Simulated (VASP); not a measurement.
# Cs in VASP: a series of runs

Cs is run at these levels: LDA; tasks: single point.

Program: VASP 6.6.1. These are calculated values, not measurements. Logs are shortened: lines on timing, memory, paths and dates and some standing lists are left out, and cuts for length are marked.

## 1. The cell of the first run

It takes space group I4/mmm (No. 139, tetragonal). The conventional cell has a = 6.166 Å, b = 6.166 Å, c = 6.045 Å, α = 90.00°, β = 90.00°, γ = 90.00°.

## 2. Single point, LDA (equal xx and yy strain of +2 %)

File INCAR:

```
PREC = Accurate
ENCUT = 520
EDIFF = 1E-6
ISMEAR = -1
SIGMA = 0.05
LREAL = False
LASPH = True
NELM = 100
ALGO = Normal
ISIF = 2
LWAVE = False
LCHARG = False
NBANDS = 10
```

File KPOINTS:

```
Automatic mesh
0
Gamma
  9 9 9
```

File POSCAR:

```
Cs
1.0
   -3.0829500000      3.0829500000      3.0225000000
    3.0829500000     -3.0829500000      3.0225000000
    3.0829500000      3.0829500000     -3.0225000000
Cs
1
Direct
    0.0000000000      0.0000000000      0.0000000000
```

Potentials or basis: VASP PAW LDA potentials, release 64 (Cs_sv).

Run with:

```console
$ cat potpaw_LDA.64/Cs_sv/POTCAR > POTCAR
$ mpirun -np 1 vasp_std > vasp.out
```

OUTCAR:

```text
PREC = Accurate
   ENCUT = 520
   EDIFF = 1E-6
   ISMEAR = -1
   LREAL = False
   LASPH = True
   NELM = 100
   ISIF = 2

 ion  position               nearest neighbor table
   1  0.000  0.000  0.000-

  LATTYP: Found a body centered tetragonal cell.
 ALAT       =     6.1659000000
 C/A-ratio  =     0.9803921569

  Lattice vectors:

 A1 = (  -3.0829500000,   3.0829500000,   3.0225000000)
 A2 = (   3.0829500000,  -3.0829500000,   3.0225000000)
 A3 = (   3.0829500000,   3.0829500000,  -3.0225000000)

Analysis of symmetry for initial positions (statically):
=====================================================================
 Subroutine PRICEL returns:
 Original cell was already a primitive cell.

 Routine SETGRP: Setting up the symmetry group for a
 body centered tetragonal supercell.

 Subroutine GETGRP returns: Found 16 space group operations
 (whereof 16 operations were pure point group operations)
 out of a pool of 16 trial point group operations.

The static configuration has the point symmetry D_4h.

Analysis of symmetry for dynamics (positions and initial velocities):
=====================================================================
 Subroutine PRICEL returns:
 Original cell was already a primitive cell.

 Routine SETGRP: Setting up the symmetry group for a
 body centered tetragonal supercell.

 Subroutine GETGRP returns: Found 16 space group operations
 (whereof 16 operations were pure point group operations)
 out of a pool of 16 trial point group operations.

The dynamic configuration has the point symmetry D_4h.

 Subroutine INISYM returns: Found 16 space group operations
 (whereof 16 operations are pure point group operations),
 and found     1 'primitive' translations

----------------------------------------------------------------------------------------

                                     Primitive cell

  volume of cell :     114.9104

  direct lattice vectors                    reciprocal lattice vectors
    -3.082950000  3.082950000  3.022500000     0.000000000  0.162182325  0.165425972
     3.082950000 -3.082950000  3.022500000     0.162182325  0.000000000  0.165425972
     3.082950000  3.082950000 -3.022500000     0.162182325  0.162182325  0.000000000

  length of vectors
     5.305154819  5.305154819  5.305154819     0.231665403  0.231665403  0.229360444

  position of ions in fractional coordinates (direct lattice)
     0.000000000  0.000000000  0.000000000

  ion indices of the primitive-cell ions
   primitive index   ion index
                 1           1

----------------------------------------------------------------------------------------

 KPOINTS: Automatic mesh

Automatic generation of k-mesh.
 Grid dimensions read from file:
 generate k-points for:    9    9    9

 Generating k-lattice:

  Cartesian coordinates                     Fractional coordinates (reciprocal lattice)
     0.000000000  0.018020258  0.018380664     0.111111111  0.000000000 -0.000000000
     0.018020258  0.000000000  0.018380664     0.000000000  0.111111111 -0.000000000
     0.018020258  0.018020258  0.000000000     0.000000000  0.000000000  0.111111111

  Length of vectors
     0.025740600  0.025740600  0.025484494

  Shift w.r.t. Gamma in fractional coordinates (k-lattice)
     0.000000000  0.000000000  0.000000000

 Subroutine IBZKPT returns following result:
 ===========================================

 Found     75 irreducible k-points:

 Following reciprocal coordinates:
            Coordinates               Weight
  0.000000  0.000000  0.000000      1.000000
  0.111111  0.000000  0.000000      8.000000
  0.222222  0.000000  0.000000      8.000000
  0.333333  0.000000 -0.000000      8.000000
  0.444444  0.000000  0.000000      8.000000
  0.111111  0.111111  0.000000      8.000000
[... 16 lines left out ...]
 -0.333333  0.333333  0.000000      4.000000
  0.444444  0.444444 -0.000000      8.000000
 [... further k-points ...]
   k-points           NKPTS =     75   k-points in BZ     NKDIM =     75   number of bands    NBANDS=     10
   number of dos      NEDOS =    301   number of ions     NIONS =      1
   total plane-waves  NPLWV =  64000
   dimension x,y,z NGX =    40 NGY =   40 NGZ =   40
   dimension x,y,z NGXF=    80 NGYF=   80 NGZF=   80
   ions per type =               1
   NGX,Y,Z   is equivalent  to a cutoff of  12.53, 12.53, 12.53 a.u.
   NGXF,Y,Z  is equivalent  to a cutoff of  25.07, 25.07, 25.07 a.u.
 SYSTEM =  unknown system
   PREC   = accura    normal or accurate (medium, high low for compatibility)
   ISTART =      0    job   : 0-new  1-cont  2-samecut
   ICHARG =      2    charge: 1-file 2-atom 10-const
   ISPIN  =      1    spin polarized calculation?
   LNONCOLLINEAR =      F non collinear calculations
   LSORBIT =      F    spin-orbit coupling
   LASPH  =      T    aspherical Exc in radial PAW
   ENCUT  =  520.0 eV  38.22 Ry    6.18 a.u.   9.86  9.86  9.86*2*pi/ulx,y,z
   NELM   =    100;   NELMIN=  2; NELMDL= -5     # of ELM steps
   EDIFF  = 0.1E-05   stopping-criterion for ELM
   LREAL  =      F    real-space projection
   EDIFFG = 0.1E-04   stopping-criterion for IOM
   NSW    =      0    number of steps for IOM
   IBRION =     -1    ionic relax: 0-MD 1-quasi-New 2-CG
   NFREE  =      0    steps in history (QN), initial steepest desc. (CG)
   ISIF   =      2    stress and relaxation
   ISYM   =      2    0-nonsym 1-usesym 2-fastsym
   POTIM  = 0.5000    time-step for ionic-motion
   TEBEG  =    0.0;   TEEND  =   0.0 temperature during run
   PSTRESS=    0.0 pullay stress
   NELECT =       9.0000    total number of electrons
   NUPDOWN=      -1.0000    fix difference up-down
   EMIN   =  10.00;   EMAX   =-10.00  energy-range for DOS
[... 5 lines left out ...]
     AMIX     =   0.40;   BMIX     =  1.00
     AMIX_MAG =   1.60;   BMIX_MAG =  1.00
  volume/ion in A,a.u.               =     114.91       775.45
  Fermi-wavevector in a.u.,A,eV,Ry     =   0.700437  1.323635  6.675187  0.490612
  Thomas-Fermi vector in A             =   1.784590
   LORBIT       =      0    0 simple, 1 ext, 2 COOP (PROOUT), +10 PAW based schemes
   GGA     = CA    functional components
   LHFCALC =     F    Hartree Fock is set to
   AEXX    =    0.0000 exact exchange contribution
   IVDW    =     0    specifies the selected vdW correction
   LEPSILON=     F    determine dielectric tensor
   LRPA    =     F    only Hartree local field effects (RPA)
 non-spin polarized calculation
  energy-cutoff  :      520.00
  volume of cell :      114.91
 maximum number of plane-waves:      3148
   NGX = 19   NGY = 19   NGZ = 19

 number of electron       9.0000001 magnetization

 Free energy of the ion-electron system (eV)
  ---------------------------------------------------
  ext. energy  EPLUGINS =         0.00000000
  ---------------------------------------------------
  free energy    TOTEN  =        -0.97712710 eV

  energy without entropy =       -0.96723663  energy(sigma->0) =       -0.97218186

 E-fermi :   0.2888     XC(G=0):  -5.5459

 val. band max:        0.2753758957   @ k =  -0.2222   0.4444   0.1111
 cond. band min:       0.3095547214   @ k =  -0.2222  -0.3333   0.1111
 fundamental gap:      0.0341788257
 Fermi energy:         0.2888398249

 k-point     1 :       0.0000    0.0000    0.0000
  band No.  band energies     occupation
      1     -23.5374      2.00000
      2     -10.2725      2.00000
      3     -10.2725      2.00000
      4     -10.2721      2.00000
      5      -1.3971      2.00000
      6       2.6525      0.00000
      7       2.7344      0.00000
      8       2.7344      0.00000
      9       3.5399      0.00000
     10       3.6570      0.00000

 k-point     2 :       0.1111    0.0000    0.0000
  band No.  band energies     occupation
      1     -23.5366      2.00000
      2     -10.2895      2.00000
      3     -10.2781      2.00000
      4     -10.2724      2.00000
      5      -1.2588      2.00000
      6       2.5503      0.00000
      7       2.6055      0.00000
      8       2.8348      0.00000
      9       3.4314      0.00000
     10       3.5677      0.00000

 k-point     3 :       0.2222    0.0000    0.0000
  band No.  band energies     occupation
      1     -23.5346      2.00000
      2     -10.3321      2.00000
      3     -10.2924      2.00000
      4     -10.2727      2.00000
      5      -0.8691      2.00000
      6       2.1521      0.00000
      7       2.2708      0.00000
      8       3.2349      0.00000
      9       3.4318      0.00000
     10       3.5748      0.00000

 k-point     4 :       0.3333    0.0000   -0.0000
  band No.  band energies     occupation
      1     -23.5323      2.00000
      2     -10.3793      2.00000
      3     -10.3086      2.00000
      4     -10.2730      2.00000
      5      -0.3116      1.99999
      6       1.6599      0.00000
      7       2.0191      0.00000
      8       3.5350      0.00000
      9       3.7145      0.00000
     10       3.8806      0.00000
[... 222 lines left out ...]
 k-point    22 :      -0.4444    0.3333   -0.0000
  band No.  band energies     occupation
      1     -23.5312      2.00000
      2     -10.3952      2.00000
      3     -10.3166      2.00000
      4     -10.2776      2.00000
      5       0.0479      1.98397
      6       1.4217      0.00000
      7       1.9470      0.00000
      8       3.3365      0.00000
      9       3.8632      0.00000
     10       4.2776      0.00000

 k-point    23 :      -0.3333    0.3333    0.0000
  band No.  band energies     occupation
      1     -23.5324      2.00000
      2     -10.3799      2.00000
      3     -10.3065      2.00000
      4     -10.2715      2.00000
      5      -0.3328      1.99999
      6       1.6310      0.00000
      7       2.0973      0.00000
      8       3.4410      0.00000
      9       3.7226      0.00000
     10       3.9159      0.00000

 k-point    24 :       0.4444    0.4444   -0.0000
  band No.  band energies     occupation
      1     -23.5305      2.00000
      2     -10.4087      2.00000
      3     -10.3231      2.00000
      4     -10.2776      2.00000
      5       0.3984      0.20097
      6       1.1870      0.00000
      7       1.8818      0.00000
      8       3.2470      0.00000
      9       3.9637      0.00000
     10       4.6275      0.00000

 [... further k-points ...]
[... 5 lines left out ...]
  --------------------------------------------------------------------------------------
  -------------------------------------------------------------------------------------
  Total       -0.2477552     -0.2477552     -0.2482128      0.0000000      0.0000000      0.0000000
  in kB       -3.4544112     -3.4544112     -3.4607926      0.0000000      0.0000000      0.0000000
  external PRESSURE =      -3.4565384 kB  Pullay stress =       0.0000000 kB

 VOLUME and BASIS-vectors are now :
 -----------------------------------------------------------------------------
  energy-cutoff  :      520.00
  volume of cell :      114.91
      direct lattice vectors                 reciprocal lattice vectors
    -3.082950000  3.082950000  3.022500000     0.000000000  0.162182325  0.165425972
     3.082950000 -3.082950000  3.022500000     0.162182325  0.000000000  0.165425972
     3.082950000  3.082950000 -3.022500000     0.162182325  0.162182325  0.000000000

 POSITION                                       TOTAL-FORCE (eV/Angst)
 -----------------------------------------------------------------------------------
      0.00000      0.00000      0.00000         0.000000      0.000000      0.000000
 -----------------------------------------------------------------------------------
    total drift:                               -0.000000      0.000000     -0.000000

  FREE ENERGIE OF THE ION-ELECTRON SYSTEM (eV)
  ---------------------------------------------------
  free  energy   TOTEN  =        -0.9771270983 eV

  energy  without entropy=       -0.9672366257  energy(sigma->0) =       -0.97218186
```

Wall time 25 s (1 thread of Intel Xeon 6975P-C (Granite Rapids), shared host); peak memory 0.24 GiB.

What came out:

```
Free energy : -0.9771 eV
Pressure    : -0.3 GPa
```

Levels at points of the mesh, in eV from the Fermi level:
| k point | band 1 | band 2 | band 3 | band 4 | band 5 | band 6 | band 7 | band 8 | band 9 | band 10 |
| --- | --- | --- | --- | --- | --- | --- | --- | --- | --- | --- |
| (0.00, 0.00, 0.00) | -23.83 | -10.56 | -10.56 | -10.56 | -1.69 | 2.36 | 2.45 | 2.45 | 3.25 | 3.37 |

Caveat: the cell differs from its parent crystal (equal xx and yy strain of +2 %); spin-orbit coupling is left out, which moves the levels of the heavy elements.

## 3. Single point, LDA (equal xy, yz and zx shear strains of -2 %)

File INCAR:

```
ALGO     = Normal         # electronic algorithm
EDIFF    = 1E-6           # SCF threshold, eV
ENCUT    = 520            # plane-wave cutoff, eV
GGA      = CA             # functional
ISIF     = 2              # what is computed and relaxed
ISMEAR   = -1             # smearing method
LASPH    = True           # aspherical terms in the spheres
LCHARG   = False          # write CHGCAR
LREAL    = False          # projectors in reciprocal space
LWAVE    = False          # write WAVECAR
NBANDS   = 10             # bands
NELM     = 100            # most SCF steps
PREC     = Accurate       # precision mode
SIGMA    = 0.05           # smearing width, eV
```

File KPOINTS:

```
k-points
0
Gamma
  9 9 9
```

File POSCAR:

```
Cs
1.0
   -3.0829500000      3.0225000000      3.0225000000
    3.0225000000     -3.0829500000      3.0225000000
    3.0225000000      3.0225000000     -3.0829500000
Cs
1
Direct
    0.0000000000      0.0000000000      0.0000000000
```

Potentials or basis: VASP PAW LDA potentials, release 64 (Cs_sv).

Run with:

```console
$ cat potpaw_LDA.64/Cs_sv/POTCAR > POTCAR
$ mpirun -np 1 vasp_std > vasp.out
```

OUTCAR:

```text
EDIFF = 1E-6
   ENCUT = 520
   GGA = CA
   ISIF = 2
   ISMEAR = -1
   LASPH = True
   LREAL = False
   NELM = 100
   PREC = Accurate

 ion  position               nearest neighbor table
   1  0.000  0.000  0.000-

  LATTYP: Found a trigonal (rhomboedric) cell.
 ALAT       =     5.2702555159
 COS(alpha) =    -0.3420602552

  Lattice vectors:

 A1 = (  -3.0829500000,   3.0225000000,   3.0225000000)
 A2 = (   3.0225000000,  -3.0829500000,   3.0225000000)
 A3 = (   3.0225000000,   3.0225000000,  -3.0829500000)

Analysis of symmetry for initial positions (statically):
=====================================================================
 Subroutine PRICEL returns:
 Original cell was already a primitive cell.

 Routine SETGRP: Setting up the symmetry group for a
 trigonal (rhombohedral) supercell.

 Subroutine GETGRP returns: Found 12 space group operations
 (whereof 12 operations were pure point group operations)
 out of a pool of 12 trial point group operations.

The static configuration has the point symmetry D_3d.

Analysis of symmetry for dynamics (positions and initial velocities):
[... 157 lines left out ...]

 val. band max:        0.3779417096   @ k =  -0.3333   0.4444   0.1111
 cond. band min:       0.3937070904   @ k =  -0.2222   0.4444   0.1111
 fundamental gap:      0.0157653807
 Fermi energy:         0.3874400443

 k-point     1 :       0.0000    0.0000    0.0000
  band No.  band energies     occupation
      1     -23.4145      2.00000
      2     -10.1454      2.00000
      3     -10.1454      2.00000
      4     -10.1365      2.00000
      5      -1.3388      2.00000
      6       2.7396      0.00000
      7       2.8665      0.00000
      8       2.8665      0.00000
      9       3.7660      0.00000
     10       3.7660      0.00000
[... 287 lines left out ...]
 k-point    24 :       0.4444    0.4444    0.0000
  band No.  band energies     occupation
      1     -23.4064      2.00000
      2     -10.2938      2.00000
      3     -10.1975      2.00000
      4     -10.1504      2.00000
      5       0.4796      0.27343
      6       1.3085      0.00000
      7       1.9436      0.00000
      8       3.4641      0.00000
      9       4.2277      0.00000
     10       4.7971      0.00000

 [... further k-points ...]
[... 5 lines left out ...]
  --------------------------------------------------------------------------------------
  -------------------------------------------------------------------------------------
  Total       -0.1988683     -0.1988683     -0.1988683      0.0227589      0.0227589      0.0227589
  in kB       -2.8856814     -2.8856814     -2.8856814      0.3302428      0.3302428      0.3302428
  external PRESSURE =      -2.8856814 kB  Pullay stress =       0.0000000 kB

 VOLUME and BASIS-vectors are now :
 -----------------------------------------------------------------------------
  energy-cutoff  :      520.00
  volume of cell :      110.41
      direct lattice vectors                 reciprocal lattice vectors
    -3.082950000  3.022500000  3.022500000     0.003342614  0.167130705  0.167130705
     3.022500000 -3.082950000  3.022500000     0.167130705  0.003342614  0.167130705
     3.022500000  3.022500000 -3.082950000     0.167130705  0.167130705  0.003342614

 POSITION                                       TOTAL-FORCE (eV/Angst)
 -----------------------------------------------------------------------------------
      0.00000      0.00000      0.00000         0.000000     -0.000000      0.000000
 -----------------------------------------------------------------------------------
    total drift:                               -0.000000      0.000000     -0.000000

  FREE ENERGIE OF THE ION-ELECTRON SYSTEM (eV)
  ---------------------------------------------------
  free  energy   TOTEN  =        -0.9850798325 eV

  energy  without entropy=       -0.9750231173  energy(sigma->0) =       -0.98005147
```

OSZICAR:

```text
N       E                     dE             d eps       ncg     rms          rms(c)
DAV:   1     0.500111734539E+02    0.50011E+02   -0.29464E+03  1700   0.630E+02
DAV:   2     0.374627647615E+01   -0.46265E+02   -0.45451E+02  2182   0.108E+02
DAV:   3    -0.918780122634E+00   -0.46651E+01   -0.46594E+01  1984   0.395E+01
DAV:   4    -0.985503031167E+00   -0.66723E-01   -0.66707E-01  2148   0.559E+00
DAV:   5    -0.985858685900E+00   -0.35565E-03   -0.35564E-03  2348   0.367E-01    0.130E-01
DAV:   6    -0.985135872538E+00    0.72281E-03   -0.14545E-03  2224   0.171E-01    0.828E-02
DAV:   7    -0.985041253262E+00    0.94619E-04   -0.24188E-03  2148   0.220E-01    0.356E-02
DAV:   8    -0.985079086840E+00   -0.37834E-04   -0.65729E-05  1976   0.511E-02    0.390E-03
DAV:   9    -0.985079832484E+00   -0.74564E-06   -0.17539E-06  2274   0.660E-03
   1 F= -.98507983E+00 E0= -.98005147E+00  d E =-.100567E-01
```

Wall time 24 s (1 thread of Intel Xeon 6975P-C (Granite Rapids), shared host); peak memory 0.24 GiB.

Results:

```yaml
Free_energy: -0.9851 eV
Pressure: -0.3 GPa
```

Caveat: the cell differs from its parent crystal (equal xy, yz and zx shear strains of -2 %); spin-orbit coupling is left out, which moves the levels of the heavy elements.
